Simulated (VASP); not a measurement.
Input of a VASP 6.6.1 run:

The input INCAR:

```
SYSTEM = BAs
PREC = Accurate
ENCUT = 520
EDIFF = 1E-6
ISMEAR = 0
SIGMA = 0.05
LREAL = .False.
LASPH = .True.
NELM = 60
ALGO = Normal
ISIF = 2
LWAVE = .False.
LCHARG = .False.
LDIPOL = .True.
IDIPOL = 3
DIPOL = 0.5 0.5 0.500
GGA = PE
NBANDS = 26
```

The input KPOINTS:

```
Automatic mesh
0
Gamma
  9 9 1
  0 0 0
```

The input POSCAR:

```
BAs
1.0
    3.3778490946      0.0000000029      0.0000000000
   -1.6889245498      2.9253031246      0.0000000000
    0.0000000000      0.0000000000     26.9635073031
As B
4 4
Direct
    0.0000000000      0.0000000000      0.3337844702
    0.3333333333      0.6666666667      0.4360709501
    0.6666666667      0.3333333333      0.5397564139
    0.0000000000      0.0000000000      0.6464376089
    0.3333333333      0.6666666667      0.3593560902
    0.6666666667      0.3333333333      0.4616425700
    0.0000000000      0.0000000000      0.5647115423
    0.3333333333      0.6666666667      0.6609884745
```

Potentials or basis: VASP PAW PBE potentials, release 64 (As, B).

Command:

```sh
$ cat potpaw_PBE.64/As/POTCAR potpaw_PBE.64/B/POTCAR > POTCAR
$ mpirun -np 1 vasp_std > vasp.out
```

Q: What does it give for the largest force?

A: 0.417 eV/Å.

Q: Predict the band gap on the k mesh.

A: Zero (bands 16 and 17 overlap by 0.35 eV).

Forces in eV/Å, atoms in the order of the input:
```
As   0.000  0.000  0.043
As   0.000  0.000  0.267
As   0.000  0.000  0.024
As   0.000  0.000 -0.025
B    0.000  0.000 -0.417
B    0.000  0.000  0.090
B    0.000  0.000 -0.013
B    0.000  0.000  0.030
```
